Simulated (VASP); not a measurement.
Si, 1 atom in the cell. The structure is orthorhombic, space group Fmmm (No. 69). The conventional cell has a = 2.641 Å, b = 4.559 Å, c = 4.645 Å, α = 90.00°, β = 90.00°, γ = 90.00°. Within 3.5 Å of Si (site symmetry mmm) lie 14 Si at 2.63 to 3.25 Å.  This cell differs from its parent crystal: strain +0.0187 x Voigt [0, 0, 0, 0, 0, 1].

```yaml
Program: VASP 6.6.1
Task: single point
Functional: r2SCAN
Potentials_or_basis: VASP PAW PBE potentials, release 64 (Si)
Cutoff: 520 eV
k_mesh: 22 × 22 × 22
Occupations: gaussian, width 0.15 eV
Spin: no spin polarisation
Dipole_correction: no
Further_INCAR_settings: ALGO = Normal; EDIFF = 1e-06; NBANDS = 8
```

Potentials or basis: VASP PAW PBE potentials, release 64 (Si).

Command:

```sh
$ cat potpaw_PBE.64/Si/POTCAR > POTCAR
$ cp INCAR.step1 INCAR
$ mpirun -np 1 vasp_std > vasp.out
$ cp INCAR.step2 INCAR
$ mpirun -np 1 vasp_std > vasp.out
```

Hardware: 1 thread of Intel(R) Xeon(R) Platinum 8375C CPU @ 2.90GHz (Ice Lake) (shared host).

How long does it take, and how much memory?

It took 4.7 min on 1 thread of Intel(R) Xeon(R) Platinum 8375C CPU @ 2.90GHz (Ice Lake) (shared host), peak memory 0.25 GiB. Counts: k points 1530.
